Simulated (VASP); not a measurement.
# Li in VASP: single point with PBE

Aim: the single point of Li with PBE.

Program: VASP 6.6.1. These are calculated values, not measurements. Logs are shortened: lines on timing, memory, paths and dates and some standing lists are left out, and cuts for length are marked.

## (1) The cell of the first run

The cell holds a slab with vacuum, 17 atoms: a = 6.980 Å, b = 6.045 Å, c = 19.403 Å, α = 90.00°, β = 90.00°, γ = 54.74°.

## (2) Single point, PBE

Input file INCAR:

```
SYSTEM = Li
PREC = Accurate ; ENCUT = 520
EDIFF = 1E-7 ; ISMEAR = 0
SIGMA = 0.15 ; LREAL = Auto
LASPH = .TRUE. ; NELM = 80
ALGO = Normal ; ISIF = 2
LWAVE = .FALSE. ; LCHARG = .FALSE.
GGA = PE ; NBANDS = 40
```

Input file KPOINTS:

```
regular mesh
0
G
  4 5 1
  0 0 0
```

Input file POSCAR:

```
Li
1.0
    6.9800000000      0.0000000000      0.0000000000
    3.4900000000      4.9356050000      0.0000000000
    0.0000000000      0.0000000000     19.4034080000
Li
17
Direct
   -0.2499999493      0.4999998987      0.0515372866
    0.2500000507      0.4999998987      0.0515372866
   -0.2500000000      1.0000000000      0.0515372866
    0.2500000000      1.0000000000      0.0515372866
   -0.0016554221     -0.0018261186      0.1682359099
    0.5031218126     -0.0017548001      0.1690701963
    0.0013136730      0.4964139148      0.1709211083
    0.4994764956      0.5009639143      0.1720130299
   -0.2416732544      0.4968402050      0.2994586827
    0.2456561458      0.4940602013      0.2995286189
   -0.2512463876      1.0070698526      0.2910519121
    0.2511543377      0.9914764249      0.2877835172
    0.0198821539     -0.0251545657      0.4095967574
    0.5028944853     -0.0205239277      0.4069800522
    0.0042100594      0.4825904828      0.4329846077
    0.5175783181      0.4689874899      0.4276664697
    0.2823418875      0.9578414399      0.5313423807
```

Potentials or basis: VASP PAW PBE potentials, release 64 (Li_sv).

The run is started by

```
cat potpaw_PBE.64/Li_sv/POTCAR > POTCAR
mpirun -np 1 vasp_std > vasp.out
```

OUTCAR:

```text
SYSTEM = Li
   PREC = Accurate
   ENCUT = 520
   EDIFF = 1E-7
   ISMEAR = 0
   LREAL = Auto
   LASPH = .TRUE.
   NELM = 80
   ISIF = 2
   GGA = PE

 ion  position               nearest neighbor table
   1  0.750  0.500  0.052-
   2  0.250  0.500  0.052-
   3  0.750  0.000  0.052-
   4  0.250  0.000  0.052-
   5  0.998  0.998  0.168-
   6  0.503  0.998  0.169-
[... 9 lines left out ...]
  16  0.518  0.469  0.428-
  17  0.282  0.958  0.531-

  LATTYP: Found a base centered orthorhombic cell.
 ALAT       =     6.9800000000
 B/A-ratio  =     1.4142134670
 C/A-ratio  =     2.7798578797

  Lattice vectors:

 A1 = (   3.4900000000,  -4.9356050000,   0.0000000000)
 A2 = (   3.4900000000,   4.9356050000,   0.0000000000)
 A3 = (   0.0000000000,   0.0000000000,  19.4034080000)

Analysis of symmetry for initial positions (statically):
=====================================================================
 Subroutine PRICEL returns:
 Original cell was already a primitive cell.

 Routine SETGRP: Setting up the symmetry group for a
 base centered orthorhombic supercell.

 Subroutine GETGRP returns: Found  1 space group operations
 (whereof  1 operations were pure point group operations)
 out of a pool of  8 trial point group operations.

The static configuration has the point symmetry C_1 .

Analysis of symmetry for dynamics (positions and initial velocities):
=====================================================================
 Subroutine PRICEL returns:
 Original cell was already a primitive cell.

 Routine SETGRP: Setting up the symmetry group for a
 base centered orthorhombic supercell.

 Subroutine GETGRP returns: Found  1 space group operations
 (whereof  1 operations were pure point group operations)
 out of a pool of  8 trial point group operations.

The dynamic configuration has the point symmetry C_1 .

 Subroutine INISYM returns: Found  1 space group operations
 (whereof  1 operations are pure point group operations),
 and found     1 'primitive' translations

----------------------------------------------------------------------------------------

                                     Primitive cell

  volume of cell :     668.4576

  direct lattice vectors                    reciprocal lattice vectors
     6.980000000  0.000000000  0.000000000     0.143266476 -0.101304703  0.000000000
     3.490000000  4.935605000  0.000000000     0.000000000  0.202609407  0.000000000
     0.000000000  0.000000000 19.403408000     0.000000000  0.000000000  0.051537338

  length of vectors
     6.980000000  6.044857047 19.403408000     0.175464885  0.202609407  0.051537338

  position of ions in fractional coordinates (direct lattice)
     0.750000051  0.499999899  0.051537287
     0.250000051  0.499999899  0.051537287
     0.750000000  0.000000000  0.051537287
     0.250000000  0.000000000  0.051537287
     0.998344578  0.998173881  0.168235910
     0.503121813  0.998245200  0.169070196
[... 9 lines left out ...]
     0.517578318  0.468987490  0.427666470
     0.282341888  0.957841440  0.531342381

  ion indices of the primitive-cell ions
   primitive index   ion index
                 1           1
                 2           2
                 3           3
                 4           4
                 5           5
                 6           6
[... 9 lines left out ...]
                16          16
                17          17

----------------------------------------------------------------------------------------

 KPOINTS: regular mesh

Automatic generation of k-mesh.
 Grid dimensions read from file:
 generate k-points for:    4    5    1

 Generating k-lattice:

  Cartesian coordinates                     Fractional coordinates (reciprocal lattice)
     0.035816619 -0.025326176  0.000000000     0.250000000  0.000000000  0.000000000
     0.000000000  0.040521881  0.000000000     0.000000000  0.200000000  0.000000000
     0.000000000  0.000000000  0.051537338     0.000000000  0.000000000  1.000000000

[... 14 lines left out ...]
|                                                                             |
|     Your reciprocal lattice and k-lattice belong to different lattice       |
|     classes:                                                                |
|                                                                             |
|        The reciprocal lattice is base centered orthorhombic,                |
|        whereas your k-lattice is simple monoclinic.                         |
|                                                                             |
|     Results are often still useful ...                                      |
|                                                                             |
 -----------------------------------------------------------------------------

 WARNING: IBZKPT: internal override: KBLOWUP is changed to .FALSE.
      ... skipping the blow-up phase ...

 Subroutine IBZKPT returns following result:
 ===========================================

 Found     11 irreducible k-points:

 Following reciprocal coordinates:
            Coordinates               Weight
  0.000000  0.000000  0.000000      1.000000
  0.250000  0.000000  0.000000      2.000000
  0.500000  0.000000  0.000000      1.000000
  0.000000  0.200000  0.000000      2.000000
  0.250000  0.200000  0.000000      2.000000
  0.500000  0.200000  0.000000      2.000000
 -0.250000  0.200000  0.000000      2.000000
  0.000000  0.400000  0.000000      2.000000
  0.250000  0.400000  0.000000      2.000000
  0.500000  0.400000  0.000000      2.000000
 -0.250000  0.400000  0.000000      2.000000
   k-points           NKPTS =     11   k-points in BZ     NKDIM =     11   number of bands    NBANDS=     40
   number of dos      NEDOS =    301   number of ions     NIONS =     17
   total plane-waves  NPLWV = 373248
   dimension x,y,z NGX =    54 NGY =   48 NGZ =  144
   dimension x,y,z NGXF=   108 NGYF=   96 NGZF=  288
   ions per type =              17
   NGX,Y,Z   is equivalent  to a cutoff of  12.86, 13.20, 12.34 a.u.
   NGXF,Y,Z  is equivalent  to a cutoff of  25.72, 26.40, 24.68 a.u.
 SYSTEM =  Li
   PREC   = accura    normal or accurate (medium, high low for compatibility)
   ISTART =      0    job   : 0-new  1-cont  2-samecut
   ICHARG =      2    charge: 1-file 2-atom 10-const
   ISPIN  =      1    spin polarized calculation?
   LNONCOLLINEAR =      F non collinear calculations
   LSORBIT =      F    spin-orbit coupling
   LASPH  =      T    aspherical Exc in radial PAW
   ENCUT  =  520.0 eV  38.22 Ry    6.18 a.u.  12.98 11.24 36.08*2*pi/ulx,y,z
   NELM   =     80;   NELMIN=  2; NELMDL= -5     # of ELM steps
   EDIFF  = 0.1E-06   stopping-criterion for ELM
   LREAL  =      T    real-space projection
   EDIFFG = 0.1E-05   stopping-criterion for IOM
   NSW    =      0    number of steps for IOM
   IBRION =     -1    ionic relax: 0-MD 1-quasi-New 2-CG
   NFREE  =      0    steps in history (QN), initial steepest desc. (CG)
   ISIF   =      2    stress and relaxation
   ISYM   =      2    0-nonsym 1-usesym 2-fastsym
   POTIM  = 0.5000    time-step for ionic-motion
   TEBEG  =    0.0;   TEEND  =   0.0 temperature during run
   PSTRESS=    0.0 pullay stress
   NELECT =      51.0000    total number of electrons
   NUPDOWN=      -1.0000    fix difference up-down
   EMIN   =  10.00;   EMAX   =-10.00  energy-range for DOS
   EFERMI =   0.00;   METHOD = LEGACY
   ISMEAR =     0;   SIGMA  =   0.15  broadening in eV -4-tet -1-fermi 0-gaus
   EFERMI_NEDOS =   21; number of points for ismear=-14 and -15
   IALGO  =     38    algorithm
   IMIX   =      4    mixing-type and parameters
     AMIX     =   0.40;   BMIX     =  1.00
     AMIX_MAG =   1.60;   BMIX_MAG =  1.00
  volume/ion in A,a.u.               =      39.32       265.35
  Fermi-wavevector in a.u.,A,eV,Ry     =   0.694342  1.312117  6.559521  0.482111
  Thomas-Fermi vector in A             =   1.776809
   LORBIT       =      0    0 simple, 1 ext, 2 COOP (PROOUT), +10 PAW based schemes
   GGA     = PE    functional components
   LHFCALC =     F    Hartree Fock is set to
   AEXX    =    0.0000 exact exchange contribution
   IVDW    =     0    specifies the selected vdW correction
   LEPSILON=     F    determine dielectric tensor
   LRPA    =     F    only Hartree local field effects (RPA)
 non-spin polarized calculation
 Gauss-broadening in eV      SIGMA  =   0.15
  energy-cutoff  :      520.00
  volume of cell :      668.46
 maximum number of plane-waves:     18039
 NGX is ok and might be reduce to    54
   NGX = 25   NGY = 23   NGZ = 73

 number of electron      50.9999999 magnetization

 Free energy of the ion-electron system (eV)
  ---------------------------------------------------
  ext. energy  EPLUGINS =         0.00000000
  ---------------------------------------------------
  free energy    TOTEN  =       -30.07793039 eV

  energy without entropy =      -29.97950290  energy(sigma->0) =      -30.02871665

 E-fermi :  -0.9583     XC(G=0):  -4.5644

 val. band max:       -0.9759622403   @ k =   0.0000   0.0000   0.0000
 cond. band min:      -0.9490718748   @ k =   0.5000   0.4000   0.0000
 fundamental gap:      0.0268903655
 Fermi energy:        -0.9583306527

 k-point     1 :       0.0000    0.0000    0.0000
  band No.  band energies     occupation
      1     -49.0775      2.00000
      2     -47.9184      2.00000
      3     -47.9150      2.00000
      4     -47.9113      2.00000
      5     -47.9087      2.00000
      6     -47.8991      2.00000
[... 429 lines left out ...]
     36       1.0709      0.00000
     37       1.4519      0.00000
 [bands above 37 left out]

------------------------ aborting loop because EDIFF is reached ----------------------------------------

  FORCE on cell =-STRESS in cart. coord.  units (eV):
  Direction    XX          YY          ZZ          XY          YZ          ZX
  --------------------------------------------------------------------------------------
  -------------------------------------------------------------------------------------
  Total       -2.0073144     -1.3721716      0.0648994     -0.2996183      0.0269394      0.0227606
  in kB       -4.8111859     -3.2888584      0.1555527     -0.7181333      0.0645691      0.0545533
  external PRESSURE =      -2.6481639 kB  Pullay stress =       0.0000000 kB

 VOLUME and BASIS-vectors are now :
 -----------------------------------------------------------------------------
  energy-cutoff  :      520.00
  volume of cell :      668.46
      direct lattice vectors                 reciprocal lattice vectors
     6.980000000  0.000000000  0.000000000     0.143266476 -0.101304703  0.000000000
     3.490000000  4.935605000  0.000000000     0.000000000  0.202609407  0.000000000
     0.000000000  0.000000000 19.403408000     0.000000000  0.000000000  0.051537338

 POSITION                                       TOTAL-FORCE (eV/Angst)
 -----------------------------------------------------------------------------------
      6.98000      2.46780      1.00000        -0.005944     -0.002569      0.005154
      3.49000      2.46780      1.00000         0.005258     -0.002228      0.005708
      5.23500      0.00000      1.00000        -0.004464     -0.000767     -0.042705
      1.74500      0.00000      1.00000         0.003875      0.000867     -0.022187
     10.45207      4.92659      3.26435        -0.000429      0.001603      0.009200
      6.99567      4.92694      3.28054        -0.000012      0.002746      0.006107
[... 9 lines left out ...]
      5.24946      2.31474      8.29819        -0.001208     -0.002938      0.004306
      5.31361      4.72753     10.30985         0.000843      0.000776      0.013649
 -----------------------------------------------------------------------------------
    total drift:                               -0.003177      0.017832     -0.001307

  FREE ENERGIE OF THE ION-ELECTRON SYSTEM (eV)
  ---------------------------------------------------
  free  energy   TOTEN  =       -30.0779303914 eV

  energy  without entropy=      -29.9795029029  energy(sigma->0) =      -30.02871665
```

Wall time 6.5 min (1 thread of AMD EPYC 9R45 (Zen 5), shared host); peak memory 0.77 GiB.

Results:

* Free energy: -30.0779 eV
* Largest force: 0.043 eV/Å
* Band gap on the k mesh: zero (an odd number of electrons rules out a gap without spin polarisation)

Forces in eV/Å, atoms in the order of the input:
```
Li  -0.006 -0.003  0.005
Li   0.005 -0.002  0.006
Li  -0.004 -0.001 -0.043
Li   0.004  0.001 -0.022
Li   0.000  0.002  0.009
Li   0.000  0.003  0.006
Li  -0.002 -0.003  0.001
Li   0.002 -0.005  0.004
Li  -0.005  0.003  0.011
Li   0.004  0.003  0.008
Li   0.001 -0.009 -0.010
Li   0.003 -0.005 -0.007
Li   0.004  0.004  0.009
Li  -0.005  0.005  0.006
Li  -0.001  0.009 -0.001
Li  -0.001 -0.003  0.004
Li   0.001  0.001  0.014
```

Levels at points of the mesh, in eV from the Fermi level:
| k point | band 23 | band 24 | band 25 | band 26 | band 27 | band 28 | band 29 | band 30 |
| --- | --- | --- | --- | --- | --- | --- | --- | --- |
| (0.00, 0.00, 0.00) | -0.02 | 0.02 | 0.06 | 0.15 | 0.23 | 0.25 | 0.30 | 0.37 |
| (0.50, 0.00, 0.00) | -0.84 | -0.23 | -0.20 | 0.09 | 0.26 | 0.39 | 0.40 | 1.17 |

Caveat: the cutoff is under 1.25 times the usual one of these potentials, so pressure, stress and relaxed cells hold a basis-set (Pulay) error.
